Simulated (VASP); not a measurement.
Write the native input for VASP 6.6.1 that does the following.

| Item | Value |
| --- | --- |
| Task | density of states |
| Functional | PBE |
| Potentials or basis | VASP PAW PBE potentials, release 64 (Si, C) |
| Cutoff | 520 eV |
| k mesh | 12 × 12 × 18 |
| Occupations | gaussian, width 0.1 eV |
| Spin | no spin polarisation |
| Dipole correction | no |
| k mesh for the DOS | 18 × 18 × 27 |
| Occupations for the DOS | tetrahedron |
| Further INCAR settings | ALGO = Normal; EDIFF = 1e-06; NBANDS = 16 |

Si3C:

```
Si C
1.0
     4.91480    0.00000    0.00000
    -2.45740    4.25634    0.00000
     0.00000    0.00000    2.43311
Si C
3 1
Direct
  0.50000 0.00000 0.50000
  0.00000 0.50000 0.50000
  0.50000 0.50000 0.50000
  0.00000 0.00000 0.50000
```

One way to write it, as run:

POSCAR

```
Si3C
1.0
    4.9147989607      0.0000000000      0.0000000000
   -2.4573994803      4.2563407544      0.0000000000
    0.0000000000      0.0000000000      2.4331068524
Si C
3 1
Direct
    0.5000000000      0.0000000000      0.5000000000
    0.0000000000      0.5000000000      0.5000000000
    0.5000000000      0.5000000000      0.5000000000
    0.0000000000      0.0000000000      0.5000000000
```

INCAR.step1

```
  PREC = Accurate
  ENCUT = 520
  EDIFF = 1E-6
  ISMEAR = 0
  SIGMA = 0.1
  LREAL = F
  LASPH = T
  NELM = 100
  ALGO = Normal
  ISIF = 2
  LWAVE = F
  LCHARG = T
  GGA = PE
  NBANDS = 16
```

KPOINTS.step1

```
Automatic mesh
0
Gamma
  12 12 18
```

INCAR.step2

```
  PREC = Accurate
  ENCUT = 520
  EDIFF = 1E-6
  ISMEAR = -5
  SIGMA = 0.1
  LREAL = F
  LASPH = T
  NELM = 100
  ALGO = Normal
  ISIF = 2
  LWAVE = F
  LCHARG = F
  GGA = PE
  LORBIT = 11
  NBANDS = 16
  NEDOS = 1001
  ICHARG = 11
```

KPOINTS.step2

```
Automatic mesh
0
Gamma
  18 18 27
```

Potentials or basis: VASP PAW PBE potentials, release 64 (Si, C).

Run with:

```console
$ cat potpaw_PBE.64/Si/POTCAR potpaw_PBE.64/C/POTCAR > POTCAR
$ cp INCAR.step1 INCAR
$ cp KPOINTS.step1 KPOINTS
$ mpirun -np 1 vasp_std > vasp.out
$ cp INCAR.step2 INCAR
$ cp KPOINTS.step2 KPOINTS
$ mpirun -np 1 vasp_std > vasp.out
```

Results of the run:

```json
{"Valence electrons inside the program's atomic spheres": "Si 1.62; C 2.09"}
```

It took 2.8 min on 1 thread of Intel(R) Xeon(R) Platinum 8488C (Sapphire Rapids) (shared host), peak memory 0.44 GiB.
